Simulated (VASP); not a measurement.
Write the native input for VASP 6.6.1 that does the following.

| Item | Value |
| --- | --- |
| Task | single point |
| Functional | PBE |
| Potentials or basis | VASP PAW PBE potentials, release 64 (Sr_sv) |
| Cutoff | 520 eV |
| k mesh | 4 × 4 × 1 |
| Occupations | gaussian, width 0.1 eV |
| Spin | no spin polarisation |
| Dipole correction | yes |
| Further INCAR settings | ALGO = Normal; EDIFF = 1e-06; NBANDS = 22 |

The structure of Sr lies in POSCAR:

```
Sr
1.0
    4.4391539991      0.0000000000      0.0000000000
    0.0000000000      4.4391539991      0.0000000000
    0.0000000000      0.0000000000     32.1890232467
Sr
3
Direct
    1.0000000000      1.0000000000      0.3627455284
    1.0000000000      1.0000000000      0.1964513089
    0.5000000000      0.5000000000      0.2795984187
```

These files were run (other wordings do the same):

INCAR

```
PREC = Accurate
ENCUT = 520
EDIFF = 1E-6
ISMEAR = 0
SIGMA = 0.1
LREAL = F
LASPH = T
NELM = 100
ALGO = Normal
ISIF = 2
LWAVE = F
LCHARG = F
LDIPOL = T
IDIPOL = 3
DIPOL = 0.5 0.5 0.280
GGA = PE
NBANDS = 22
```

KPOINTS

```
Automatic mesh
0
Gamma
  4 4 1
```

Potentials or basis: VASP PAW PBE potentials, release 64 (Sr_sv).

Launch:

```sh
$ cat potpaw_PBE.64/Sr_sv/POTCAR > POTCAR
$ mpirun -np 1 vasp_std > vasp.out
```

It gave:

- Largest force: 0.143 eV/Å
- Band gap on the k mesh: zero (band 15 reaches -1.29 eV, above the bottom of band 16 at -1.34 eV)

Run time: 110 s on 1 thread of Intel(R) Xeon(R) 6975P-C (Granite Rapids) (shared host), peak memory 0.62 GiB.
